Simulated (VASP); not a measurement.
GaSb:

```
CELL_PARAMETERS angstrom
-1.72049 2.43400 2.88463
1.72049 -2.43400 2.88463
1.72049 2.43400 -2.88463
ATOMIC_POSITIONS crystal
Ga 0.50000 0.50000 0.00000
Sb 0.00000 0.00000 0.00000
```

```yaml
Program: VASP 6.6.1
Task: relaxation of cell and atoms
Functional: PBE
Potentials_or_basis: VASP PAW PBE potentials, release 64 (Ga_d, Sb)
Cutoff: 600 eV
k_mesh: 6 × 6 × 6
Occupations: gaussian, width 0.1 eV
Spin: no spin polarisation
```

At the start: pressure -0.6 GPa; volume 24.16 Å³/atom.

Where does the relaxation end?

Over 3 steps the energy falls by 7.9 meV/atom and the volume is 23.89 Å³/atom (-1.1 %); space group Immm (No. 71, to 0.05 Å).

The path:
| step | energy change (eV) | largest force (eV/Å) | pressure (GPa) | volume (Å³) |
| --- | --- | --- | --- | --- |
| 1 | 0.0000 | 0.0000 | -0.55 | 48.32 |
| 2 | -0.0156 | 0.0000 | 0.21 | 47.72 |
| 3 | -0.0158 | 0.0000 | 0.09 | 47.78 |

Final structure:
```yaml
crystal:
  lattice:
    - [-1.72307, 2.45854, 2.81988]
    - [1.72307, -2.45854, 2.81988]
    - [1.72307, 2.45854, -2.81988]
  atoms:
    - { symbol: Ga, position: [0.50000, 0.50000, 0.00000] }
    - { symbol: Sb, position: [0.00000, 0.00000, 0.00000] }
```

Caveat: the k points lie up to 0.37 Å⁻¹ apart in the final cell.
